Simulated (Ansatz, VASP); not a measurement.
# Ba: VASP beside Ansatz

```xyz
2
Lattice="0.0000 3.6910 3.6910 3.6910 0.0000 3.6910 3.6910 3.6910 0.0000" Properties=species:S:1:pos:R:3 pbc="T T T"
Ba    0.9228    0.9228    0.9228
Ba    6.4593    6.4593    6.4593
```

Alike in both runs: task single point; functional LDA; k mesh 9 × 9 × 9; occupations fermi-dirac, width 0.1 eV; no spin polarisation.

|  | VASP | Ansatz |
| --- | --- | --- |
| version | VASP 6.6.1 | Ansatz 0.2.0 |
| potentials or method | VASP PAW LDA potentials, release 64 (Ba_sv), cutoff 520 eV | plane waves (420 eV) with PAW, scalar-relativistic |
| valence electrons in the cell | 20 | 20 |

|  | VASP | Ansatz | Ansatz less VASP |
| --- | --- | --- | --- |
| pressure (GPa) | 0.1 | -0.7 | -0.71 |

Ansatz warns that its potentials were made for another functional, while VASP's fit it. LDA's correlation is that of Perdew and Zunger in VASP and of Perdew and Wang (1992) in Ansatz.

Neither program's run includes spin-orbit coupling.
